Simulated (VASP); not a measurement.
HfO2, 12 atoms in the cell. The structure is monoclinic, space group P2_1/c (No. 14). Conventional cell: a = 5.118 Å, b = 5.186 Å, c = 5.284 Å, α = 90.00°, β = 99.35°, γ = 90.00°. Within 2.7 Å of Hf (site symmetry 1) lie 7 O at 2.03 to 2.25 Å. Within 2.7 Å of O (site symmetry 1) lie 3 Hf at 2.03 to 2.12 Å and 2 O at 2.51 to 2.58 Å. O (site symmetry 1) has 4 Hf at 2.14 to 2.25 Å and 5 O at 2.51 to 2.73 Å within 2.8 Å. 

| Item | Value |
| --- | --- |
| Program | VASP 6.6.1 |
| Task | single point |
| Functional | PBEsol |
| Dispersion | D4 |
| Potentials or basis | VASP PAW PBE potentials, release 64 (Hf_pv, O) |
| Cutoff | 520 eV |
| k mesh | 5 × 5 × 5 |
| Occupations | fermi-dirac, width 0.05 eV |
| Spin | no spin polarisation |
| Dipole correction | no |
| Further INCAR settings | ALGO = Normal; EDIFF = 1e-07; NBANDS = 56 |

Potentials or basis: VASP PAW PBE potentials, release 64 (Hf_pv, O).

Launch:

```bash
$ cat potpaw_PBE.64/Hf_pv/POTCAR potpaw_PBE.64/O/POTCAR > POTCAR
$ mpirun -np 1 vasp_std > vasp.out
```

Hardware: 1 thread of Intel(R) Xeon(R) Platinum 8259CL CPU @ 2.50GHz (Skylake/Cascade Lake), with other jobs on the host.

**Question.** Estimate the wall time of this run.

**Answer.** Run time: 5.2 min on 1 thread of Intel(R) Xeon(R) Platinum 8259CL CPU @ 2.50GHz (Skylake/Cascade Lake), with other jobs on the host, peak memory 0.38 GiB. Counts: scf iterations 17, k points 39.
